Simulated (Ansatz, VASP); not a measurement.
One calculation of MnS, two programs

```
Mn S
1.0
     0.00000    2.60450    2.60450
     2.60450    0.00000    2.60450
     2.60450    2.60450    0.00000
Mn S
1 1
Direct
  0.00000 0.00000 0.00000
  0.50000 0.50000 0.50000
```

Alike in both runs: task single point; functional PBEsol; k mesh 9 × 9 × 9; occupations fermi-dirac, width 0.1 eV; collinear spin.

|  | VASP | Ansatz |
| --- | --- | --- |
| version | VASP 6.6.1 | Ansatz 0.2.0 |
| potentials or method | VASP PAW PBE potentials, release 64 (Mn_pv, S), cutoff 520 eV | plane waves, PAW |
| valence electrons in the cell | 19 | 21 |

VASP gave:

```
gap on the k mesh at the Fermi level (eV)                     : none
net moment per atom (μB)                                      : 2.33
size of the moment on the site where the two differ most (μB) : 4.21
```

What did Ansatz give for the same quantities?

gap on the k mesh at the Fermi level (eV): none; net moment per atom (μB): 2.33; size of the moment on the site where the two differ most (μB): 4.17.

VASP's potentials were made for PBE, not for PBEsol. Site moments also hang on the region over which each program counts them. A gap of «none» marks a metal or a gap that the smearing closes. VASP's potentials hold 19 valence electrons a cell and Ansatz's 21, so a difference there can come from the potentials and not from the codes.
